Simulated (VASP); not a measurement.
# Ge (Cmc2_1) in VASP: single point with PBE

Aim: the single point of Ge with PBE.

All numbers are computed with VASP 6.6.1; they aren't measurements. Logs are shortened: lines on timing, memory, paths and dates and some standing lists are left out, and cuts for length are marked.

## (1) The cell of the first run

The structure is orthorhombic, space group Cmc2_1 (No. 36). The conventional cell has a = 4.012 Å, b = 6.386 Å, c = 6.744 Å, α = 90.00°, β = 90.00°, γ = 90.00°. Within 3.0 Å of Ge (site symmetry m) lie 4 Ge at 2.24 to 2.65 Å. Ge (site symmetry m) has 4 Ge at 2.24 to 2.65 Å within 3.0 Å.

## (2) Single point, PBE (strained and its atoms moved)

File INCAR:

```
ALGO     = Normal         # electronic algorithm
EDIFF    = 1E-6           # SCF threshold, eV
ENCUT    = 520            # plane-wave cutoff, eV
GGA      = PE             # functional
ISIF     = 2              # what is computed and relaxed
ISMEAR   = 0              # smearing method
LASPH    = T              # aspherical terms in the spheres
LCHARG   = F              # write CHGCAR
LREAL    = F              # projectors in reciprocal space
LWAVE    = F              # write WAVECAR
NBANDS   = 36             # bands
NELM     = 100            # most SCF steps
PREC     = Accurate       # precision mode
SIGMA    = 0.1            # smearing width, eV
```

File KPOINTS:

```
k-points
0
Gamma
  12 12 6
```

File POSCAR:

```
Ge
1.0
    3.7681244157      0.1409548769      0.0000000000
   -1.7619917038      3.3337524937      0.0000000000
    0.0000000000      0.0000000000      6.7438383333
Ge
4
Direct
    0.7129345125      0.2870654875      0.0552304361
    0.2870654875      0.7129345125      0.5552304361
    0.6856322512      0.3143677488      0.4447695639
    0.3143677488      0.6856322512      0.9447695639
```

Potentials or basis: VASP PAW PBE potentials, release 64 (Ge_d).

Started as:

```
$ cat potpaw_PBE.64/Ge_d/POTCAR > POTCAR
$ mpirun -np 1 vasp_std > vasp.out
```

OUTCAR:

```text
EDIFF = 1E-6
   ENCUT = 520
   GGA = PE
   ISIF = 2
   ISMEAR = 0
   LASPH = T
   LREAL = F
   NELM = 100
   PREC = Accurate

 ion  position               nearest neighbor table
   1  0.713  0.287  0.055-   4 2.24   4 2.24   3 2.63   4 2.65
   2  0.287  0.713  0.555-   3 2.24   3 2.24   4 2.63   3 2.65
   3  0.686  0.314  0.445-   2 2.24   2 2.24   1 2.63   2 2.65
   4  0.314  0.686  0.945-   1 2.24   1 2.24   2 2.63   1 2.65

  LATTYP: Found a base centered orthorhombic cell.
 ALAT       =     4.0122512096
 B/A-ratio  =     1.5915304202
 C/A-ratio  =     1.6808115895

  Lattice vectors:

 A1 = (   3.7681244157,   0.1409548769,   0.0000000000)
 A2 = (  -1.7619917038,   3.3337524937,   0.0000000000)
 A3 = (   0.0000000000,   0.0000000000,   6.7438383333)

Analysis of symmetry for initial positions (statically):
=====================================================================
 Subroutine PRICEL returns:
 Original cell was already a primitive cell.

 Routine SETGRP: Setting up the symmetry group for a
 base centered orthorhombic supercell.

 Subroutine GETGRP returns: Found  4 space group operations
 (whereof  2 operations were pure point group operations)
 out of a pool of  8 trial point group operations.

The static configuration has the point symmetry C_1h.
 The point group associated with its full space group is C_2v.

Analysis of symmetry for dynamics (positions and initial velocities):
=====================================================================
 Subroutine PRICEL returns:
 Original cell was already a primitive cell.

 Routine SETGRP: Setting up the symmetry group for a
 base centered orthorhombic supercell.

 Subroutine GETGRP returns: Found  4 space group operations
 (whereof  2 operations were pure point group operations)
 out of a pool of  8 trial point group operations.

The dynamic configuration has the point symmetry C_1h.
 The point group associated with its full space group is C_2v.

 Subroutine INISYM returns: Found  4 space group operations
 (whereof  2 operations are pure point group operations),
 and found     1 'primitive' translations

----------------------------------------------------------------------------------------

                                     Primitive cell

  volume of cell :      86.3910

  direct lattice vectors                    reciprocal lattice vectors
     3.768124416  0.140954877  0.000000000     0.260238874  0.137544325  0.000000000
    -1.761991704  3.333752494  0.000000000    -0.011003198  0.294146749  0.000000000
     0.000000000  0.000000000  6.743838333     0.000000000  0.000000000  0.148283507

  length of vectors
     3.770759856  3.770745345  6.743838333     0.294351343  0.294352476  0.148283507

  position of ions in fractional coordinates (direct lattice)
     0.712934512  0.287065488  0.055230436
     0.287065488  0.712934512  0.555230436
     0.685632251  0.314367749  0.444769564
     0.314367749  0.685632251  0.944769564

  ion indices of the primitive-cell ions
   primitive index   ion index
                 1           1
                 2           2
                 3           3
                 4           4

----------------------------------------------------------------------------------------

 KPOINTS: k-points

Automatic generation of k-mesh.
 Grid dimensions read from file:
 generate k-points for:   12   12    6

 Generating k-lattice:

  Cartesian coordinates                     Fractional coordinates (reciprocal lattice)
     0.021686573  0.011462027  0.000000000     0.083333333  0.000000000  0.000000000
    -0.000916933  0.024512229  0.000000000    -0.000000000  0.083333333  0.000000000
     0.000000000  0.000000000  0.024713918     0.000000000  0.000000000  0.166666667

  Length of vectors
     0.024529279  0.024529373  0.024713918

  Shift w.r.t. Gamma in fractional coordinates (k-lattice)
     0.000000000  0.000000000  0.000000000

 Subroutine IBZKPT returns following result:
 ===========================================

 Found    172 irreducible k-points:

 Following reciprocal coordinates:
            Coordinates               Weight
  0.000000  0.000000  0.000000      1.000000
  0.083333  0.000000  0.000000      4.000000
  0.166667  0.000000  0.000000      4.000000
  0.250000  0.000000  0.000000      4.000000
  0.333333  0.000000  0.000000      4.000000
  0.416667  0.000000  0.000000      4.000000
[... 16 lines left out ...]
  0.500000  0.166667  0.000000      4.000000
 -0.416667  0.166667  0.000000      4.000000
 [... further k-points ...]
   k-points           NKPTS =    172   k-points in BZ     NKDIM =    172   number of bands    NBANDS=     36
   number of dos      NEDOS =    301   number of ions     NIONS =      4
   total plane-waves  NPLWV =  39200
   dimension x,y,z NGX =    28 NGY =   28 NGZ =   50
   dimension x,y,z NGXF=    56 NGYF=   56 NGZF=  100
   ions per type =               4
   NGX,Y,Z   is equivalent  to a cutoff of  12.34, 12.34, 12.33 a.u.
   NGXF,Y,Z  is equivalent  to a cutoff of  24.69, 24.69, 24.65 a.u.
 SYSTEM =  unknown system
   PREC   = accura    normal or accurate (medium, high low for compatibility)
   ISTART =      0    job   : 0-new  1-cont  2-samecut
   ICHARG =      2    charge: 1-file 2-atom 10-const
   ISPIN  =      1    spin polarized calculation?
   LNONCOLLINEAR =      F non collinear calculations
   LSORBIT =      F    spin-orbit coupling
   LASPH  =      T    aspherical Exc in radial PAW
   ENCUT  =  520.0 eV  38.22 Ry    6.18 a.u.   7.01  7.01 12.54*2*pi/ulx,y,z
   NELM   =    100;   NELMIN=  2; NELMDL= -5     # of ELM steps
   EDIFF  = 0.1E-05   stopping-criterion for ELM
   LREAL  =      F    real-space projection
   EDIFFG = 0.1E-04   stopping-criterion for IOM
   NSW    =      0    number of steps for IOM
   IBRION =     -1    ionic relax: 0-MD 1-quasi-New 2-CG
   NFREE  =      0    steps in history (QN), initial steepest desc. (CG)
   ISIF   =      2    stress and relaxation
   ISYM   =      2    0-nonsym 1-usesym 2-fastsym
   POTIM  = 0.5000    time-step for ionic-motion
   TEBEG  =    0.0;   TEEND  =   0.0 temperature during run
   PSTRESS=    0.0 pullay stress
   NELECT =      56.0000    total number of electrons
   NUPDOWN=      -1.0000    fix difference up-down
   EMIN   =  10.00;   EMAX   =-10.00  energy-range for DOS
   EFERMI =   0.00;   METHOD = LEGACY
   ISMEAR =     0;   SIGMA  =   0.10  broadening in eV -4-tet -1-fermi 0-gaus
   EFERMI_NEDOS =   21; number of points for ismear=-14 and -15
   IALGO  =     38    algorithm
   IMIX   =      4    mixing-type and parameters
     AMIX     =   0.40;   BMIX     =  1.00
     AMIX_MAG =   1.60;   BMIX_MAG =  1.00
  volume/ion in A,a.u.               =      21.60       145.75
  Fermi-wavevector in a.u.,A,eV,Ry     =   1.416820  2.677402 27.312055  2.007379
  Thomas-Fermi vector in A             =   2.538115
   LORBIT       =      0    0 simple, 1 ext, 2 COOP (PROOUT), +10 PAW based schemes
   GGA     = PE    functional components
   LHFCALC =     F    Hartree Fock is set to
   AEXX    =    0.0000 exact exchange contribution
   IVDW    =     0    specifies the selected vdW correction
   LEPSILON=     F    determine dielectric tensor
   LRPA    =     F    only Hartree local field effects (RPA)
 non-spin polarized calculation
 Gauss-broadening in eV      SIGMA  =   0.10
  energy-cutoff  :      520.00
  volume of cell :       86.39
 maximum number of plane-waves:      2352
   NGX = 15   NGY = 15   NGZ = 25

 number of electron      56.0000045 magnetization

 Free energy of the ion-electron system (eV)
  ---------------------------------------------------
  ext. energy  EPLUGINS =         0.00000000
  ---------------------------------------------------
  free energy    TOTEN  =       -16.23580723 eV

  energy without entropy =      -16.23105907  energy(sigma->0) =      -16.23343315

 E-fermi :   5.4709     XC(G=0): -10.2001

 val. band max:        5.4677776364   @ k =  -0.4167   0.3333   0.0000
 cond. band min:       5.4733219461   @ k =   0.1667   0.0000   0.3333
 fundamental gap:      0.0055443098
 Fermi energy:         5.4709482431

 k-point     1 :       0.0000    0.0000    0.0000
  band No.  band energies     occupation
      1     -19.7280      2.00000
      2     -19.7079      2.00000
      3     -19.6463      2.00000
      4     -19.6223      2.00000
      5     -19.6163      2.00000
      6     -19.5922      2.00000
[... 28 lines left out ...]
     35      11.3613      0.00000
     36      11.8664      0.00000

 k-point     2 :       0.0833    0.0000    0.0000
  band No.  band energies     occupation
      1     -19.7328      2.00000
      2     -19.7126      2.00000
      3     -19.6659      2.00000
      4     -19.6391      2.00000
      5     -19.6153      2.00000
      6     -19.5883      2.00000
[... 28 lines left out ...]
     35      11.6365      0.00000
     36      11.7703      0.00000

 k-point     3 :       0.1667    0.0000    0.0000
  band No.  band energies     occupation
      1     -19.7461      2.00000
      2     -19.7250      2.00000
      3     -19.7035      2.00000
      4     -19.6742      2.00000
      5     -19.6112      2.00000
      6     -19.5777      2.00000
[... 28 lines left out ...]
     35      11.3816      0.00000
     36      12.5962      0.00000
[... 742 lines left out ...]
 k-point    23 :       0.5000    0.1667    0.0000
  band No.  band energies     occupation
      1     -19.7770      2.00000
      2     -19.7677      2.00000
      3     -19.7491      2.00000
      4     -19.7372      2.00000
      5     -19.5717      2.00000
      6     -19.5543      2.00000
[... 28 lines left out ...]
     35      11.2982      0.00000
     36      11.9009      0.00000

 k-point    24 :      -0.4167    0.1667    0.0000
  band No.  band energies     occupation
      1     -19.7542      2.00000
      2     -19.7404      2.00000
      3     -19.7264      2.00000
      4     -19.7106      2.00000
      5     -19.5836      2.00000
      6     -19.5457      2.00000
[... 28 lines left out ...]
     35      10.8973      0.00000
     36      11.7671      0.00000

 [... further k-points ...]

------------------------ aborting loop because EDIFF is reached ----------------------------------------

  FORCE on cell =-STRESS in cart. coord.  units (eV):
  Direction    XX          YY          ZZ          XY          YZ          ZX
  --------------------------------------------------------------------------------------
  -------------------------------------------------------------------------------------
  Total        5.6873590     12.9350504     -0.5876432      6.2767618      0.0000000     -0.0000000
  in kB      105.4758151    239.8890224    -10.8982295    116.4066788      0.0000000     -0.0000000
  external PRESSURE =     111.4888693 kB  Pullay stress =       0.0000000 kB

 VOLUME and BASIS-vectors are now :
 -----------------------------------------------------------------------------
  energy-cutoff  :      520.00
  volume of cell :       86.39
      direct lattice vectors                 reciprocal lattice vectors
     3.768124416  0.140954877  0.000000000     0.260238874  0.137544325  0.000000000
    -1.761991704  3.333752494  0.000000000    -0.011003198  0.294146749  0.000000000
     0.000000000  0.000000000  6.743838333     0.000000000  0.000000000  0.148283507

 POSITION                                       TOTAL-FORCE (eV/Angst)
 -----------------------------------------------------------------------------------
      2.18062      1.05750      0.37247        -2.304247      1.330351      2.117695
     -0.17449      2.41721      3.74438         2.304247     -1.330351      2.117695
      2.02963      1.14467      2.99945        -2.161650      1.248023     -2.117695
     -0.02350      2.33004      6.37137         2.161650     -1.248023     -2.117695
 -----------------------------------------------------------------------------------
    total drift:                                0.000000      0.000000      0.000188

  FREE ENERGIE OF THE ION-ELECTRON SYSTEM (eV)
  ---------------------------------------------------
  free  energy   TOTEN  =       -16.2358072296 eV

  energy  without entropy=      -16.2310590701  energy(sigma->0) =      -16.23343315
```

Wall time 3.8 min (1 thread of Intel Xeon Platinum 8559C (Emerald Rapids), shared host); peak memory 0.46 GiB.

What came out:

```
Free energy            : -16.2358 eV
Pressure               : 11.1 GPa
Largest force          : 3.401 eV/Å
Band gap on the k mesh : zero (bands 28 and 29 overlap by 1.77 eV)
```

Forces in eV/Å, atoms in the order of the input:
```
Ge  -2.304  1.330  2.118
Ge   2.304 -1.330  2.118
Ge  -2.162  1.248 -2.118
Ge   2.162 -1.248 -2.118
```

Stress tensor (GPa, compression positive):
```
10.55 11.64  0.00
11.64 23.99  0.00
 0.00  0.00 -1.09
```

Levels at points of the mesh, in eV from the Fermi level:
| k point | band 24 | band 25 | band 26 | band 27 | band 28 | band 29 | band 30 | band 31 | band 32 | band 33 |
| --- | --- | --- | --- | --- | --- | --- | --- | --- | --- | --- |
| (0.00, 0.00, 0.00) | -2.74 | -1.65 | -0.12 | 0.18 | 0.20 | 0.53 | 1.75 | 1.96 | 2.03 | 3.44 |
| (0.50, 0.00, 0.00) | -8.16 | -4.24 | -3.15 | -2.30 | -0.99 | 0.77 | 2.02 | 3.36 | 4.02 | 4.64 |
| (0.50, 0.50, 0.00) | -5.65 | -4.96 | -4.18 | -2.99 | -1.44 | -0.79 | -0.18 | 2.22 | 3.10 | 3.99 |
| (0.00, 0.00, 0.50) | -4.79 | -2.26 | -2.26 | 0.83 | 0.83 | 0.91 | 0.91 | 2.75 | 2.75 | 4.78 |
| (0.50, 0.00, 0.50) | -8.95 | -2.57 | -2.57 | -1.71 | -1.71 | 0.41 | 0.41 | 1.77 | 1.77 | 7.22 |
| (0.50, 0.50, 0.50) | -6.71 | -3.67 | -3.67 | -3.12 | -3.12 | -0.11 | -0.11 | 2.10 | 2.10 | 6.08 |

Caveat: the cell differs from its parent crystal (strained and its atoms moved); the stress differs along the axes, from -1 to 24 GPa; forces of over 1 eV/Å act on the atoms, so gaps and moduli don't describe the material at rest.
